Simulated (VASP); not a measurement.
# InP (F-43m) in VASP: further runs

The runs below take InP through relaxation of cell and atoms, with r2SCAN.

Program: VASP 6.6.1. These are calculated values, not measurements. Logs are shortened: lines on timing, memory, paths and dates and some standing lists are left out, and cuts for length are marked.

### 1 The cell of the first run

Symmetry: F-43m, No. 216, cubic system. The conventional cell has a = 5.907 Å, b = 5.907 Å, c = 5.907 Å, α = 90.00°, β = 90.00°, γ = 90.00°. Within 3.4 Å of In (site symmetry -43m) lie 4 P at 2.56 Å. Within 3.4 Å of P (site symmetry -43m) lie 4 In at 2.56 Å.

### 2 Relaxation of cell and atoms, r2SCAN, target pressure 15 GPa, at which the enthalpy is minimised

The input, POSCAR:

```
InP
1.0
    0.0000000000      2.9536850844      2.9536850844
    2.9536850844      0.0000000000      2.9536850844
    2.9536850844      2.9536850844      0.0000000000
In P
1 1
Direct
    0.0000000000      0.0000000000      0.0000000000
    0.7500000000      0.7500000000      0.7500000000
```

The input, INCAR.step1:

```
PREC     = Accurate       # precision mode
ENCUT    = 550            # plane-wave cutoff, eV
ISMEAR   = 0              # smearing method
SIGMA    = 0.01           # smearing width, eV
LREAL    = F              # projectors in reciprocal space
LASPH    = T              # aspherical terms in the spheres
NELM     = 120            # most SCF steps
GGA      = PE             # functional
ALGO     = Normal         # electronic algorithm
EDIFF    = 1E-5           # SCF threshold, eV
LWAVE    = T              # write WAVECAR
LCHARG   = F              # write CHGCAR
GGA_COMPAT= F            
IBRION   = 2              # ionic algorithm
ISIF     = 3              # what is computed and relaxed
EDIFFG   = -0.005         # ionic threshold
NELMIN   = 4            
NSW      = 100            # ionic steps
```

The input, INCAR.step2:

```
PREC     = Accurate       # precision mode
ENCUT    = 550            # plane-wave cutoff, eV
EDIFF    = 1E-7           # SCF threshold, eV
ISMEAR   = 0              # smearing method
SIGMA    = 0.01           # smearing width, eV
LREAL    = F              # projectors in reciprocal space
LASPH    = T              # aspherical terms in the spheres
NELM     = 120            # most SCF steps
ALGO     = Normal         # electronic algorithm
ISIF     = 3              # what is computed and relaxed
LWAVE    = F              # write WAVECAR
LCHARG   = F              # write CHGCAR
METAGGA  = R2SCAN         # meta-GGA
LMIXTAU  = T            
IBRION   = 2              # ionic algorithm
NSW      = 100            # ionic steps
EDIFFG   = -0.002         # ionic threshold
PSTRESS  = 150.0        
ISTART   = 1            
GGA_COMPAT= F            
NELMIN   = 4
```

The input, KPOINTS:

```
Automatic mesh
0
Gamma
  8 8 8
```

Potentials or basis: VASP PAW PBE potentials, release 64 (In_d, P).

Command:

```bash
cat potpaw_PBE.64/In_d/POTCAR potpaw_PBE.64/P/POTCAR > POTCAR
cp INCAR.step1 INCAR
mpirun -np 1 vasp_std > vasp.out
cp INCAR.step2 INCAR
mpirun -np 1 vasp_std > vasp.out
```

OUTCAR:

```text
PREC = Accurate
   ENCUT = 550
   EDIFF = 1E-7
   ISMEAR = 0
   LREAL = F
   LASPH = T
   NELM = 120
   ISIF = 3
   METAGGA = R2SCAN
   IBRION = 2
   NSW = 100
   EDIFFG = -0.002
   PSTRESS = 150.0
   ISTART = 1
   NELMIN = 4

 ion  position               nearest neighbor table
   1  0.000  0.000  0.000-   2 2.56   2 2.56   2 2.56   2 2.56
   2  0.750  0.750  0.750-   1 2.56   1 2.56   1 2.56   1 2.56

  LATTYP: Found a face centered cubic cell.
 ALAT       =     5.9073701688

  Lattice vectors:

 A1 = (   0.0000000000,   2.9536850844,   2.9536850844)
 A2 = (   2.9536850844,   0.0000000000,   2.9536850844)
 A3 = (   2.9536850844,   2.9536850844,   0.0000000000)

Analysis of symmetry for initial positions (statically):
=====================================================================
 Subroutine PRICEL returns:
 Original cell was already a primitive cell.

 Routine SETGRP: Setting up the symmetry group for a
 face centered cubic supercell.

 Subroutine GETGRP returns: Found 24 space group operations
 (whereof 24 operations were pure point group operations)
 out of a pool of 48 trial point group operations.

The static configuration has the point symmetry T_d .

Analysis of symmetry for dynamics (positions and initial velocities):
=====================================================================
 Subroutine PRICEL returns:
 Original cell was already a primitive cell.

 Routine SETGRP: Setting up the symmetry group for a
 face centered cubic supercell.

 Subroutine GETGRP returns: Found 24 space group operations
 (whereof 24 operations were pure point group operations)
 out of a pool of 48 trial point group operations.

The dynamic configuration has the point symmetry T_d .

 Subroutine INISYM returns: Found 24 space group operations
 (whereof 24 operations are pure point group operations),
 and found     1 'primitive' translations

----------------------------------------------------------------------------------------

                                     Primitive cell

  volume of cell :      51.5374

  direct lattice vectors                    reciprocal lattice vectors
     0.000000000  2.953685084  2.953685084    -0.169280064  0.169280064  0.169280064
     2.953685084  0.000000000  2.953685084     0.169280064 -0.169280064  0.169280064
     2.953685084  2.953685084  0.000000000     0.169280064  0.169280064 -0.169280064

  length of vectors
     4.177141505  4.177141505  4.177141505     0.293201671  0.293201671  0.293201671

  position of ions in fractional coordinates (direct lattice)
     0.000000000  0.000000000  0.000000000
     0.750000000  0.750000000  0.750000000

  ion indices of the primitive-cell ions
   primitive index   ion index
                 1           1
                 2           2

----------------------------------------------------------------------------------------

 KPOINTS: Automatic mesh

Automatic generation of k-mesh.
 Grid dimensions read from file:
 generate k-points for:    8    8    8

 Generating k-lattice:

  Cartesian coordinates                     Fractional coordinates (reciprocal lattice)
    -0.021160008  0.021160008  0.021160008     0.125000000  0.000000000  0.000000000
     0.021160008 -0.021160008  0.021160008     0.000000000  0.125000000  0.000000000
     0.021160008  0.021160008 -0.021160008     0.000000000  0.000000000  0.125000000

  Length of vectors
     0.036650209  0.036650209  0.036650209

  Shift w.r.t. Gamma in fractional coordinates (k-lattice)
     0.000000000  0.000000000  0.000000000

 Subroutine IBZKPT returns following result:
 ===========================================

 Found     29 irreducible k-points:

 Following reciprocal coordinates:
            Coordinates               Weight
  0.000000  0.000000  0.000000      1.000000
  0.125000  0.000000  0.000000      8.000000
  0.250000  0.000000  0.000000      8.000000
  0.375000  0.000000  0.000000      8.000000
  0.500000  0.000000  0.000000      4.000000
  0.125000  0.125000  0.000000      6.000000
[... 16 lines left out ...]
  0.500000  0.250000  0.125000     48.000000
 -0.375000  0.250000  0.125000     24.000000
 [... further k-points ...]
   k-points           NKPTS =     29   k-points in BZ     NKDIM =     29   number of bands    NBANDS=     13
   number of dos      NEDOS =    301   number of ions     NIONS =      2
   total plane-waves  NPLWV =  32768
   dimension x,y,z NGX =    32 NGY =   32 NGZ =   32
   dimension x,y,z NGXF=    64 NGYF=   64 NGZF=   64
   ions per type =               1   1
   NGX,Y,Z   is equivalent  to a cutoff of  12.74, 12.74, 12.74 a.u.
   NGXF,Y,Z  is equivalent  to a cutoff of  25.47, 25.47, 25.47 a.u.
 SYSTEM =  unknown system
   PREC   = accura    normal or accurate (medium, high low for compatibility)
   ISTART =      1    job   : 0-new  1-cont  2-samecut
   ICHARG =      0    charge: 1-file 2-atom 10-const
   ISPIN  =      1    spin polarized calculation?
   LNONCOLLINEAR =      F non collinear calculations
   LSORBIT =      F    spin-orbit coupling
   LASPH  =      T    aspherical Exc in radial PAW
   ENCUT  =  550.0 eV  40.42 Ry    6.36 a.u.   7.99  7.99  7.99*2*pi/ulx,y,z
   NELM   =    120;   NELMIN=  4; NELMDL=  0     # of ELM steps
   EDIFF  = 0.1E-06   stopping-criterion for ELM
   LREAL  =      F    real-space projection
   EDIFFG = -.2E-02   stopping-criterion for IOM
   NSW    =    100    number of steps for IOM
   IBRION =      2    ionic relax: 0-MD 1-quasi-New 2-CG
   NFREE  =      1    steps in history (QN), initial steepest desc. (CG)
   ISIF   =      3    stress and relaxation
   ISYM   =      2    0-nonsym 1-usesym 2-fastsym
   POTIM  = 0.5000    time-step for ionic-motion
   TEBEG  =    0.0;   TEEND  =   0.0 temperature during run
   PSTRESS=  150.0 pullay stress
   NELECT =      18.0000    total number of electrons
   NUPDOWN=      -1.0000    fix difference up-down
   EMIN   =  10.00;   EMAX   =-10.00  energy-range for DOS
   EFERMI =   0.00;   METHOD = LEGACY
   ISMEAR =     0;   SIGMA  =   0.01  broadening in eV -4-tet -1-fermi 0-gaus
   EFERMI_NEDOS =   21; number of points for ismear=-14 and -15
   IALGO  =     38    algorithm
   IMIX   =      4    mixing-type and parameters
     AMIX     =   0.40;   BMIX     =  1.00
     AMIX_MAG =   1.60;   BMIX_MAG =  1.00
  volume/ion in A,a.u.               =      25.77       173.90
  Fermi-wavevector in a.u.,A,eV,Ry     =   1.152900  2.178664 18.084557  1.329177
  Thomas-Fermi vector in A             =   2.289547
   LORBIT       =      0    0 simple, 1 ext, 2 COOP (PROOUT), +10 PAW based schemes
   METAGGA = R2SCAN    functional components
   LHFCALC =     F    Hartree Fock is set to
   AEXX    =    0.0000 exact exchange contribution
   IVDW    =     0    specifies the selected vdW correction
   LEPSILON=     F    determine dielectric tensor
   LRPA    =     F    only Hartree local field effects (RPA)
 conjugate gradient relaxation of ions
 non-spin polarized calculation
 Gauss-broadening in eV      SIGMA  =   0.01
  energy-cutoff  :      550.00
  volume of cell :       51.54
 maximum number of plane-waves:      1540
   NGX = 15   NGY = 15   NGZ = 15

--------------------------------------- Ionic step        1  -------------------------------------------

 number of electron      18.0000009 magnetization

 Free energy of the ion-electron system (eV)
  ---------------------------------------------------
  ext. energy  EPLUGINS =         0.00000000
  ---------------------------------------------------
  free energy    TOTEN  =       -32.29770042 eV

  energy without entropy =      -32.29770042  energy(sigma->0) =      -32.29770042

 E-fermi :   4.8303     XC(G=0):  -9.7710

 val. band max:        4.7551365489   @ k =   0.0000   0.0000   0.0000
 cond. band min:       5.7857218510   @ k =   0.0000   0.0000   0.0000
 fundamental gap:      1.0305853020
 Fermi energy:         4.8302609260

 k-point     1 :       0.0000    0.0000    0.0000
  band No.  band energies     occupation
      1      -9.8565      2.00000
      2      -9.8565      2.00000
      3      -9.8565      2.00000
      4      -9.6898      2.00000
      5      -9.6898      2.00000
      6      -7.0807      2.00000
      7       4.7551      2.00000
      8       4.7551      2.00000
      9       4.7551      2.00000
     10       5.7857      0.00000
     11       9.1952      0.00000
     12       9.1952      0.00000
     13       9.1952      0.00000
[... 353 lines left out ...]
 k-point    24 :      -0.3750    0.2500    0.1250
  band No.  band energies     occupation
      1      -9.9951      2.00000
      2      -9.8053      2.00000
      3      -9.7870      2.00000
      4      -9.6954      2.00000
      5      -9.6774      2.00000
      6      -5.0376      2.00000
      7      -0.8078      2.00000
      8       2.0739      2.00000
      9       3.1254      2.00000
     10       8.2285      0.00000
     11       9.2638      0.00000
     12      11.0205      0.00000
     13      12.3831      0.00000

 [... further k-points ...]

------------------------ aborting loop because EDIFF is reached ----------------------------------------

  FORCE on cell =-STRESS in cart. coord.  units (eV):
  Direction    XX          YY          ZZ          XY          YZ          ZX
  --------------------------------------------------------------------------------------
  -------------------------------------------------------------------------------------
  Total       -0.0401829     -0.0401829     -0.0401829      0.0000000      0.0000000     -0.0000000
  in kB       -1.2491934     -1.2491934     -1.2491934      0.0000000      0.0000000     -0.0000000
  external PRESSURE =    -151.2491934 kB  Pullay stress =     150.0000000 kB
[... 213 lines left out ...]
  enthalpy is  TOTEN    =       -27.8714776870 eV   P V=        4.1335567626

--------------------------------------- Ionic step        7  -------------------------------------------

 number of electron      18.0000003 magnetization

 Free energy of the ion-electron system (eV)
  ---------------------------------------------------
  ext. energy  EPLUGINS =         0.00000000
  ---------------------------------------------------
  free energy    TOTEN  =       -31.99775384 eV

  energy without entropy =      -31.99775384  energy(sigma->0) =      -31.99775384

 E-fermi :   6.7081     XC(G=0): -10.5243

 val. band max:        6.6016510480   @ k =   0.0000   0.0000   0.0000
 cond. band min:       8.3578641973   @ k =   0.5000   0.5000   0.0000
 fundamental gap:      1.7562131494
 Fermi energy:         6.7081208932

 k-point     1 :       0.0000    0.0000    0.0000
  band No.  band energies     occupation
      1      -8.4047      2.00000
      2      -8.4047      2.00000
      3      -8.4047      2.00000
      4      -8.1386      2.00000
      5      -8.1386      2.00000
      6      -6.4363      2.00000
      7       6.6016      2.00000
      8       6.6017      2.00000
      9       6.6017      2.00000
     10       8.5290      0.00000
     11      10.9964      0.00000
     12      10.9964      0.00000
     13      10.9964      0.00000
[... 353 lines left out ...]
 k-point    24 :      -0.3750    0.2500    0.1250
  band No.  band energies     occupation
      1      -8.6474      2.00000
      2      -8.3203      2.00000
      3      -8.2889      2.00000
      4      -8.1506      2.00000
      5      -8.1177      2.00000
      6      -3.7053      2.00000
      7       0.2100      2.00000
      8       3.3409      2.00000
      9       4.5322      2.00000
     10      10.5293      0.00000
     11      10.9821      0.00000
     12      13.1885      0.00000
     13      14.6801      0.00000

 [... further k-points ...]

------------------------ aborting loop because EDIFF is reached ----------------------------------------

  FORCE on cell =-STRESS in cart. coord.  units (eV):
  Direction    XX          YY          ZZ          XY          YZ          ZX
  --------------------------------------------------------------------------------------
  -------------------------------------------------------------------------------------
  Total        4.1285941      4.1285941      4.1285941      0.0000000     -0.0000000     -0.0000000
  in kB      150.0862537    150.0862537    150.0862537      0.0000000     -0.0000000     -0.0000000
  external PRESSURE =       0.0862537 kB  Pullay stress =     150.0000000 kB
[... 17 lines left out ...]
  FREE ENERGIE OF THE ION-ELECTRON SYSTEM (eV)
  ---------------------------------------------------
  free  energy   TOTEN  =       -31.9977538409 eV

  energy  without entropy=      -31.9977538409  energy(sigma->0) =      -31.99775384

  enthalpy is  TOTEN    =       -27.8715324177 eV   P V=        4.1262214232

 reached required accuracy - stopping structural energy minimisation
```

Wall time 4.9 min (1 thread of AMD EPYC 9R45 (Zen 5), shared host); peak memory 0.18 GiB.

What came out:

```
Free energy                                                : -31.9978 eV
Relaxed volume                                             : 22.04 Å³/atom
Relaxed cell                                               : a = 3.965 Å, b = 3.965 Å, c = 3.965 Å, α = 60.00°, β = 60.00°, γ = 60.00°
Space group after relaxing (to 0.1 Å)                      : F-43m (No. 216)
Energy change on relaxing (the run minimises the enthalpy) : +150.0 meV/atom
Ionic steps                                                : 7
Pressure after relaxing                                    : 15.0 GPa
Band gap on the k mesh                                     : 1.76 eV (least direct gap 1.93 eV)
```

Step by step:
| step | energy change (eV) | largest force (eV/Å) | pressure (GPa) | volume (Å³) |
| --- | --- | --- | --- | --- |
| 1 | 0.0000 | 0.0000 | -0.12 | 51.54 |
| 2 | 2.0771 | 0.0000 | 57.85 | 35.44 |
| 3 | 0.2641 | 0.0000 | 13.86 | 44.47 |
| 4 | 0.2921 | 0.0000 | 14.76 | 44.16 |
| 5 | 0.3052 | 0.0000 | 15.17 | 44.02 |
| 6 | 0.2927 | 0.0000 | 14.78 | 44.15 |
| 7 | 0.2999 | 0.0000 | 15.01 | 44.07 |

Final structure:
```
In P
1.0
     0.00000    2.80359    2.80359
     2.80359    0.00000    2.80359
     2.80359    2.80359    0.00000
In P
1 1
Direct
  0.00000 0.00000 0.00000
  0.75000 0.75000 0.75000
```

Levels at points of the mesh, in eV from the valence-band top:
| k point | band 6 | band 7 | band 8 | band 9 | band 10 | band 11 | band 12 | band 13 |
| --- | --- | --- | --- | --- | --- | --- | --- | --- |
| (0.00, 0.00, 0.00) | -13.04 | 0.00 | 0.00 | 0.00 | 1.93 | 4.39 | 4.39 | 4.39 |
| (0.50, 0.00, 0.00) | -10.72 | -6.70 | -1.23 | -1.23 | 2.20 | 5.13 | 5.13 | 7.78 |
| (0.50, 0.50, 0.00) | -9.88 | -6.54 | -2.92 | -2.92 | 1.76 | 2.49 | 10.86 | 11.23 |

Caveat: the cell is relaxed towards a set pressure, so the run minimises the enthalpy, not the energy; the PAW data sets were made with another functional, which shifts forces and pressure a little; spin-orbit coupling is left out, which moves the levels of the heavy elements.

### 3 Relaxation of cell and atoms, r2SCAN

This run uses another cell than the first one, of 25.17 Å³/atom.

The input, POSCAR:

```
InP
1.0
    0.0000000000      2.9305000000      2.9305000000
    2.9305000000      0.0000000000      2.9305000000
    2.9305000000      2.9305000000      0.0000000000
In P
1 1
Direct
    0.0000000000      0.0000000000      0.0000000000
    0.7500000000      0.7500000000      0.7500000000
```

The input, INCAR.step1:

```
PREC = Accurate ; ENCUT = 550
ISMEAR = -1 ; SIGMA = 0.1
LREAL = False ; LASPH = True
NELM = 120 ; GGA = PE
ALGO = Normal ; EDIFF = 1E-5
LWAVE = True ; LCHARG = False
GGA_COMPAT = False ; IBRION = 2
ISIF = 3 ; EDIFFG = -0.005
NELMIN = 4 ; NSW = 100
```

The input, INCAR.step2:

```
PREC = Accurate ; ENCUT = 550
EDIFF = 1E-7 ; ISMEAR = -1
SIGMA = 0.1 ; LREAL = False
LASPH = True ; NELM = 120
ALGO = Normal ; ISIF = 3
LWAVE = False ; LCHARG = False
METAGGA = R2SCAN ; LMIXTAU = True
IBRION = 2 ; NSW = 100
EDIFFG = -0.002 ; ISTART = 1
GGA_COMPAT = False ; NELMIN = 4
```

The input, KPOINTS:

```
Automatic mesh
0
Gamma
  14 14 14
```

Potentials or basis: VASP PAW PBE potentials, release 64 (In_d, P).

Command:

```bash
cat potpaw_PBE.64/In_d/POTCAR potpaw_PBE.64/P/POTCAR > POTCAR
cp INCAR.step1 INCAR
mpirun -np 1 vasp_std > vasp.out
cp INCAR.step2 INCAR
mpirun -np 1 vasp_std > vasp.out
```

It took 7.4 min on 1 thread of AMD EPYC 9R45 (Zen 5), shared host; peak memory 0.22 GiB.

Results (log left out):

* Free energy: -32.2989 eV
* Relaxed volume: 25.72 Å³/atom
* Relaxed cell: a = 4.175 Å, b = 4.175 Å, c = 4.175 Å, α = 60.00°, β = 60.00°, γ = 60.00°
* Space group after relaxing (to 0.1 Å): F-43m (No. 216)
* Energy gained by relaxing: 2.7 meV/atom
* Ionic steps: 3
* Pressure after relaxing: 0.0 GPa
* Band gap on the k mesh: 1.04 eV

Step by step:
```
step  energy change (eV)  largest force (eV/Å)  pressure (GPa)  volume (Å³)
   1              0.0000                0.0000            1.58        50.33
   2             -0.0033                0.0000           -0.91        52.16
   3             -0.0053                0.0000            0.01        51.44
```

Final structure:
```xyz
2
Lattice="0.0000 2.9519 2.9519 2.9519 0.0000 2.9519 2.9519 2.9519 0.0000" Properties=species:S:1:pos:R:3 pbc="T T T"
In    0.0000    0.0000    0.0000
P     4.4278    4.4278    4.4278
```

Levels at points of the mesh, in eV from the valence-band top:
| k point | band 7 | band 8 | band 9 | band 10 | band 11 | band 12 |
| --- | --- | --- | --- | --- | --- | --- |
| (0.00, 0.00, 0.00) | 0.00 | 0.00 | 0.00 | 1.04 | 4.44 | 4.44 |
| (0.50, 0.00, 0.00) | -5.76 | -0.98 | -0.98 | 1.81 | 5.16 | 5.16 |
| (0.50, 0.50, 0.00) | -5.78 | -2.34 | -2.34 | 2.04 | 2.55 | 9.74 |

Caveat: the PAW data sets were made with another functional, which shifts forces and pressure a little; spin-orbit coupling is left out, which moves the levels of the heavy elements. Zero-point motion and thermal expansion aren't in these numbers.
